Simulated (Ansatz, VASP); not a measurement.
## One calculation of SnO, two programs

```
Sn O
1.0
     3.80200   -0.05703   -0.05703
    -0.05703    3.80200   -0.05703
    -0.07254   -0.07254    4.83600
Sn O
2 2
Direct
  0.00000 0.50000 0.23850
  0.50000 0.00000 0.76150
  0.00000 0.00000 0.00000
  0.50000 0.50000 0.00000
```

Change from the starting cell: equal xy, yz and zx shear strains of -3 %.

Alike in both runs: task single point; functional PBE; k mesh 8 × 8 × 6; occupations fermi-dirac, width 0.01 eV; no spin polarisation.

|  | VASP | Ansatz |
| --- | --- | --- |
| version | VASP 6.6.1 | Ansatz 0.2.0 |
| potentials or method | VASP PAW PBE potentials, release 64 (Sn_d, O), cutoff 520 eV | all-electron LAPW, scalar-relativistic |

|  | VASP | Ansatz | Ansatz less VASP |
| --- | --- | --- | --- |
| pressure (GPa) | 4.7 | 4.4 | -0.27 |
| traceless stress, the component that is largest in VASP (GPa) | 2.54 | 2.55 | +0.009 |
| rms of the force components (eV/Å) | 0.235 | 0.203 | -0.0324 |

Atom by atom the forces differ by 0.037 eV/Å (rms over components). Ansatz ran all-electron here, and VASP with PAW potentials.
